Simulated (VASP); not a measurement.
# SnTe (Fm-3m) in VASP: further runs

Runs on SnTe. Level: RPBE. Tasks: single point.

Everything below comes from runs of VASP 6.6.1. Logs are shortened: lines on timing, memory, paths and dates and some standing lists are left out, and cuts for length are marked.

## Step 1: The cell of the first run

The structure is cubic, space group Fm-3m (No. 225). Conventional cell: a = 6.400 Å, b = 6.400 Å, c = 6.400 Å, α = 90.00°, β = 90.00°, γ = 90.00°. Within 4.2 Å of Sn (site symmetry m-3m) lie 6 Te at 3.20 Å. Within 4.2 Å of Te (site symmetry m-3m) lie 6 Sn at 3.20 Å.

## Step 2: Single point, RPBE (volume scaled by 0.96)

Input file INCAR:

```
SYSTEM = SnTe
  PREC = Accurate
  ENCUT = 520
  EDIFF = 1E-7
  ISMEAR = 0
  SIGMA = 0.05
  LREAL = .False.
  LASPH = .True.
  NELM = 60
  ALGO = Normal
  ISIF = 2
  LWAVE = .False.
  LCHARG = .False.
  GGA = RP
  NBANDS = 17
```

Input file KPOINTS:

```
regular mesh
0
Gamma
  6 6 6
  0 0 0
```

Input file POSCAR:

```
SnTe
1.0
    0.0000000000      3.1999231268      3.1999231268
    3.1999231268      0.0000000000      3.1999231268
    3.1999231268      3.1999231268      0.0000000000
Sn Te
1 1
Direct
    0.5000000000      0.5000000000      0.5000000000
    0.0000000000      0.0000000000      0.0000000000
```

Potentials or basis: VASP PAW PBE potentials, release 64 (Sn_d, Te).

Command:

```bash
cat potpaw_PBE.64/Sn_d/POTCAR potpaw_PBE.64/Te/POTCAR > POTCAR
mpirun -np 1 vasp_std > vasp.out
```

OUTCAR:

```text
SYSTEM = SnTe
   PREC = Accurate
   ENCUT = 520
   EDIFF = 1E-7
   ISMEAR = 0
   LREAL = .False.
   LASPH = .True.
   NELM = 60
   ISIF = 2
   GGA = RP

 ion  position               nearest neighbor table
   1  0.500  0.500  0.500-   2 3.20   2 3.20   2 3.20   2 3.20   2 3.20   2 3.20
   2  0.000  0.000  0.000-   1 3.20   1 3.20   1 3.20   1 3.20   1 3.20   1 3.20

  LATTYP: Found a face centered cubic cell.
 ALAT       =     6.3998462536

  Lattice vectors:

 A1 = (   0.0000000000,   3.1999231268,   3.1999231268)
 A2 = (   3.1999231268,   0.0000000000,   3.1999231268)
 A3 = (   3.1999231268,   3.1999231268,   0.0000000000)

Analysis of symmetry for initial positions (statically):
=====================================================================
 Subroutine PRICEL returns:
 Original cell was already a primitive cell.

 Routine SETGRP: Setting up the symmetry group for a
 face centered cubic supercell.

 Subroutine GETGRP returns: Found 48 space group operations
 (whereof 48 operations were pure point group operations)
 out of a pool of 48 trial point group operations.

The static configuration has the point symmetry O_h .

Analysis of symmetry for dynamics (positions and initial velocities):
=====================================================================
 Subroutine PRICEL returns:
 Original cell was already a primitive cell.

 Routine SETGRP: Setting up the symmetry group for a
 face centered cubic supercell.

 Subroutine GETGRP returns: Found 48 space group operations
 (whereof 48 operations were pure point group operations)
 out of a pool of 48 trial point group operations.

The dynamic configuration has the point symmetry O_h .

 Subroutine INISYM returns: Found 48 space group operations
 (whereof 48 operations are pure point group operations),
 and found     1 'primitive' translations

----------------------------------------------------------------------------------------

                                     Primitive cell

  volume of cell :      65.5313

  direct lattice vectors                    reciprocal lattice vectors
     0.000000000  3.199923127  3.199923127    -0.156253754  0.156253754  0.156253754
     3.199923127  0.000000000  3.199923127     0.156253754 -0.156253754  0.156253754
     3.199923127  3.199923127  0.000000000     0.156253754  0.156253754 -0.156253754

  length of vectors
     4.525374684  4.525374684  4.525374684     0.270639440  0.270639440  0.270639440

  position of ions in fractional coordinates (direct lattice)
[... 70 lines left out ...]
   EDIFF  = 0.1E-06   stopping-criterion for ELM
   LREAL  =      F    real-space projection
   EDIFFG = 0.1E-05   stopping-criterion for IOM
   NSW    =      0    number of steps for IOM
   IBRION =     -1    ionic relax: 0-MD 1-quasi-New 2-CG
   NFREE  =      0    steps in history (QN), initial steepest desc. (CG)
   ISIF   =      2    stress and relaxation
   ISYM   =      2    0-nonsym 1-usesym 2-fastsym
   POTIM  = 0.5000    time-step for ionic-motion
   TEBEG  =    0.0;   TEEND  =   0.0 temperature during run
   PSTRESS=    0.0 pullay stress
   NELECT =      20.0000    total number of electrons
   NUPDOWN=      -1.0000    fix difference up-down
   EMIN   =  10.00;   EMAX   =-10.00  energy-range for DOS
   EFERMI =   0.00;   METHOD = LEGACY
   ISMEAR =     0;   SIGMA  =   0.05  broadening in eV -4-tet -1-fermi 0-gaus
   EFERMI_NEDOS =   21; number of points for ismear=-14 and -15
   IALGO  =     38    algorithm
   IMIX   =      4    mixing-type and parameters
     AMIX     =   0.40;   BMIX     =  1.00
     AMIX_MAG =   1.60;   BMIX_MAG =  1.00
  volume/ion in A,a.u.               =      32.77       221.11
  Fermi-wavevector in a.u.,A,eV,Ry     =   1.102221  2.082895 16.529593  1.214891
  Thomas-Fermi vector in A             =   2.238660
   LORBIT       =      0    0 simple, 1 ext, 2 COOP (PROOUT), +10 PAW based schemes
   GGA     = RP    functional components
   LHFCALC =     F    Hartree Fock is set to
   AEXX    =    0.0000 exact exchange contribution
   IVDW    =     0    specifies the selected vdW correction
   LEPSILON=     F    determine dielectric tensor
   LRPA    =     F    only Hartree local field effects (RPA)
 non-spin polarized calculation
 Gauss-broadening in eV      SIGMA  =   0.05
  energy-cutoff  :      520.00
  volume of cell :       65.53
 maximum number of plane-waves:      1807
 NGX is ok and might be reduce to    36
   NGX = 17   NGY = 17   NGZ = 17

 number of electron      20.0000004 magnetization

 Free energy of the ion-electron system (eV)
  ---------------------------------------------------
  ext. energy  EPLUGINS =         0.00000000
  ---------------------------------------------------
  free energy    TOTEN  =        -6.86245756 eV

  energy without entropy =       -6.86177629  energy(sigma->0) =       -6.86211693

 E-fermi :   6.5629     XC(G=0):  -9.1772

 val. band max:        6.5302422455   @ k =   0.5000   0.0000   0.0000
 cond. band min:       6.5956345102   @ k =   0.5000   0.0000   0.0000
 fundamental gap:      0.0653922647
 Fermi energy:         6.5629383780

 k-point     1 :       0.0000    0.0000    0.0000
  band No.  band energies     occupation
      1     -15.4678      2.00000
      2     -15.4678      2.00000
      3     -15.4669      2.00000
      4     -15.4669      2.00000
      5     -15.4669      2.00000
      6      -5.9491      2.00000
[... 297 lines left out ...]
      4     -15.4613      2.00000
      5     -15.4583      2.00000
      6      -4.4637      2.00000
[... 9 lines left out ...]
     16      16.3657      0.00000
     17      17.5458      0.00000

------------------------ aborting loop because EDIFF is reached ----------------------------------------

  FORCE on cell =-STRESS in cart. coord.  units (eV):
  Direction    XX          YY          ZZ          XY          YZ          ZX
  --------------------------------------------------------------------------------------
  -------------------------------------------------------------------------------------
  Total        0.6475716      0.6475716      0.6475716      0.0000000     -0.0000000      0.0000000
  in kB       15.8325094     15.8325094     15.8325094      0.0000000     -0.0000000      0.0000000
  external PRESSURE =      15.8325094 kB  Pullay stress =       0.0000000 kB

 VOLUME and BASIS-vectors are now :
 -----------------------------------------------------------------------------
  energy-cutoff  :      520.00
  volume of cell :       65.53
      direct lattice vectors                 reciprocal lattice vectors
     0.000000000  3.199923127  3.199923127    -0.156253754  0.156253754  0.156253754
     3.199923127  0.000000000  3.199923127     0.156253754 -0.156253754  0.156253754
     3.199923127  3.199923127  0.000000000     0.156253754  0.156253754 -0.156253754

 POSITION                                       TOTAL-FORCE (eV/Angst)
 -----------------------------------------------------------------------------------
      3.19992      3.19992      3.19992        -0.000000      0.000000     -0.000000
      0.00000      0.00000      0.00000         0.000000     -0.000000      0.000000
 -----------------------------------------------------------------------------------
    total drift:                                0.000000      0.000000      0.000000

  FREE ENERGIE OF THE ION-ELECTRON SYSTEM (eV)
  ---------------------------------------------------
  free  energy   TOTEN  =        -6.8624575630 eV

  energy  without entropy=       -6.8617762909  energy(sigma->0) =       -6.86211693
```

It took 26 s on 1 thread of AMD EPYC 9R45 (Zen 5), shared host; peak memory 0.17 GiB.

Results:

* Free energy: -6.8625 eV
* Pressure: 1.6 GPa
* Band gap on the k mesh: 0.07 eV, direct

Caveat: the cell differs from its parent crystal (volume scaled by 0.96); the PAW data sets were made with another functional, which shifts forces and pressure a little; spin-orbit coupling is left out, which moves the levels of the heavy elements.

## Step 3: Single point, RPBE

This run uses another cell than the first one, of 34.13 Å³/atom, 1.042 times its volume.

Input file INCAR:

```
PREC = Accurate ; ENCUT = 520
EDIFF = 1E-6 ; ISMEAR = 0
SIGMA = 0.05 ; LREAL = F
LASPH = T ; NELM = 100
ALGO = Normal ; ISIF = 2
LWAVE = F ; LCHARG = T
GGA = RP ; LELF = T
LVHAR = T ; NBANDS = 17
```

Input file KPOINTS:

```
Automatic mesh
0
Gamma
  6 6 6
```

Input file POSCAR:

```
SnTe
1.0
    0.0000000000      3.2437631379      3.2437631379
    3.2437631379      0.0000000000      3.2437631379
    3.2437631379      3.2437631379      0.0000000000
Sn Te
1 1
Direct
    0.5000000000      0.5000000000      0.5000000000
    0.0000000000      0.0000000000      0.0000000000
```

Potentials or basis: VASP PAW PBE potentials, release 64 (Sn_d, Te).

Command:

```bash
cat potpaw_PBE.64/Sn_d/POTCAR potpaw_PBE.64/Te/POTCAR > POTCAR
mpirun -np 1 vasp_std > vasp.out
```

Wall time 20 s (1 thread of AMD EPYC 9R45 (Zen 5), shared host); peak memory 0.16 GiB.

The run converged. Its results:

```yaml
Free_energy: -6.8758 eV
Pressure: -0.1 GPa
Band_gap_on_the_k_mesh: 0.18 eV, direct
```

Levels at points of the mesh, in eV from the valence-band top:
| k point | band 6 | band 7 | band 8 | band 9 | band 10 | band 11 | band 12 | band 13 | band 14 | band 15 |
| --- | --- | --- | --- | --- | --- | --- | --- | --- | --- | --- |
| (0.00, 0.00, 0.00) | -12.11 | -4.89 | -1.86 | -1.86 | -1.86 | 3.25 | 3.25 | 3.25 | 4.97 | 4.97 |
| (0.50, 0.00, 0.00) | -11.04 | -7.81 | -1.55 | -1.55 | 0.00 | 0.18 | 0.57 | 0.57 | 7.72 | 8.58 |
| (0.50, 0.50, 0.00) | -10.82 | -6.31 | -4.91 | -3.28 | -3.28 | 2.62 | 4.60 | 4.60 | 5.86 | 8.79 |

Caveat: the PAW data sets were made with another functional, which shifts forces and pressure a little; spin-orbit coupling is left out, which moves the levels of the heavy elements. A k mesh can miss the band edges.

[end of part 1 of 2]
